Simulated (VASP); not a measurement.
Runs of VASP 6.6.1 on Al. The structure is that of space group I4/mmm (No. 139), or close to it. The cells are those of the table. 

```csv
cell,gap on the mesh (eV),pressure (GPa)
"a = 2.825, b = 2.825, c = 2.591 Å, angles 62.7, 62.7, 54.6°, 1 atom",none,12.2
"a = 2.765, b = 2.765, c = 2.929 Å, angles 58.0, 58.0, 64.0°, 1 atom",none,(b)
"a = 2.825, b = 2.825, c = 3.042 Å, angles 57.4, 57.4, 65.1°, 1 atom",none,(c)
"a = 2.931, b = 2.931, c = 3.042 Å, angles 58.7, 58.7, 62.5°, 1 atom",none,-9.1
"a = 2.706, b = 2.706, c = 2.816 Å, angles 58.6, 58.6, 62.7°, 1 atom",none,9.2
"a = 2.765, b = 2.765, c = 2.591 Å, angles 62.1, 62.1, 55.9°, 1 atom",none,(a)
"a = 2.878, b = 2.878, c = 2.704 Å, angles 62.0, 62.0, 56.0°, 1 atom",none,1.6
"a = 2.878, b = 2.878, c = 3.042 Å, angles 58.1, 58.1, 63.8°, 1 atom",none,-6.9
```

Alike in all rows: task single point; level PBE+D3(BJ); potentials or basis VASP PAW PBE potentials, release 64 (Al); no spin polarisation; k mesh 26 × 26 × 26; cutoff (eV) 520; smearing gaussian 0.15 eV.

Problem. Fill in the values left out.

Solution. (a) 16.3; (b) 1.3; (c) -4.1.

Caveats: pairwise dispersion overbinds metals, which lowers pressure and volume.

A gap of «none» marks levels without a gap at the run's occupations.
